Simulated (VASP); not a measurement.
Runs of VASP 6.6.1 on GaP. Symmetry: F-43m, No. 216, cubic system. The conventional cell has a = 5.451 Å, b = 5.451 Å, c = 5.451 Å, α = 90.00°, β = 90.00°, γ = 90.00°. Within 3.1 Å of Ga (site symmetry -43m) lie 4 P at 2.36 Å. Within 3.1 Å of P (site symmetry -43m) lie 4 Ga at 2.36 Å. 

```csv
k mesh,gap on the mesh (eV),pressure (GPa)
6 × 6 × 6,(c),(b)
5 × 5 × 5,1.85,0.1
4 × 4 × 4,1.88,(a)
3 × 3 × 3,1.95,1.6
```

Alike in all rows: task single point; level r2SCAN; potentials or basis VASP PAW PBE potentials, release 64 (Ga_d, P); no spin polarisation; cell as given; cutoff (eV) 550; smearing gaussian 0.01 eV.

Question: Estimate the missing entries.

Answer: (a) 0.4; (b) 0.0; (c) 1.91.

Caveats: some runs use coarse meshes; the PAW data sets were made with another functional, which shifts forces and pressure a little; an odd mesh through Γ misses points on the zone boundary, where band edges can lie (at least some runs).

A k mesh can miss the band edges, and the runs leave out spin-orbit coupling on Ga.
